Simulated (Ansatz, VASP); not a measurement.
**SnSe: VASP beside Ansatz**

The input POSCAR:

```
SnSe
1.0
    0.0000000000      2.9614431219      3.1095152780
    2.9614431219      0.0000000000      3.1095152780
    2.9614431219      2.9614431219      0.0000000000
Sn Se
1 1
Direct
    0.0000000000      0.0000000000      0.0000000000
    0.5000000000      0.5000000000      0.5000000000
```

File INCAR.step1:

```
SYSTEM = SnSe
PREC = Accurate
ENCUT = 520
ISMEAR = 0
SIGMA = 0.05
LREAL = .False.
LASPH = .True.
NELM = 100
NBANDS = 17
GGA = PE
ALGO = Normal
EDIFF = 1E-4
LWAVE = .True.
LCHARG = .False.
```

INCAR.step2

```
SYSTEM = SnSe
PREC = Accurate
ENCUT = 520
EDIFF = 1E-6
ISMEAR = 0
SIGMA = 0.05
LREAL = .False.
LASPH = .True.
NELM = 100
ALGO = Normal
ISIF = 2
LWAVE = .False.
LCHARG = .False.
METAGGA = R2SCAN
LMIXTAU = .True.
NBANDS = 17
ISTART = 1
```

KPOINTS

```
Automatic mesh
0
Gamma
  12 12 12
  0 0 0
```

Input for Ansatz:

```yaml
crystal:
  lattice:
    - [0.0, 2.9614431219, 3.109515278]
    - [2.9614431219, 0.0, 3.109515278]
    - [2.9614431219, 2.9614431219, 0.0]
  atoms:
    - { symbol: Sn, position: [0.0, 0.0, 0.0] }
    - { symbol: Se, position: [0.5, 0.5, 0.5] }
basis:
  ecutwfc: 500
kpoints:
  mp_grid: { grid: [12, 12, 12] }
hamiltonian:
  xc: r2scan
scf:
  occupations: { method: gaussian, width: 0.05 }
output:
  forces: true
  stress: true
  eigenvalues: true
```

Alike in both runs: task single point; functional r2SCAN; k mesh 12 × 12 × 12; occupations gaussian, width 0.05 eV; no spin polarisation.

|  | VASP | Ansatz |
| --- | --- | --- |
| version | VASP 6.6.1 | Ansatz 0.2.0 |
| potentials or method | VASP PAW PBE potentials, release 64 (Sn_d, Se), cutoff 520 eV | scalar-relativistic, plane waves, PAW |
| valence electrons in the cell | 20 | 30 |

|  | VASP | Ansatz | Ansatz less VASP |
| --- | --- | --- | --- |
| gap on the k mesh at the Fermi level (eV) | 0.34 | 0.34 | 0.000 |
| least direct gap on the mesh (eV) | 0.45 | 0.45 | 0.000 |
| pressure (GPa) | 0.3 | 0.3 | 0.00 |
| traceless stress, the component that is largest in VASP (GPa) | -3.67 | -3.66 | +0.011 |

VASP's potentials were made for PBE, not for r2SCAN. The functional is the same, so the differences come from potentials, cutoffs and numerics. VASP's potentials hold 20 valence electrons a cell and Ansatz's 30, so a difference there can come from the potentials and not from the codes.
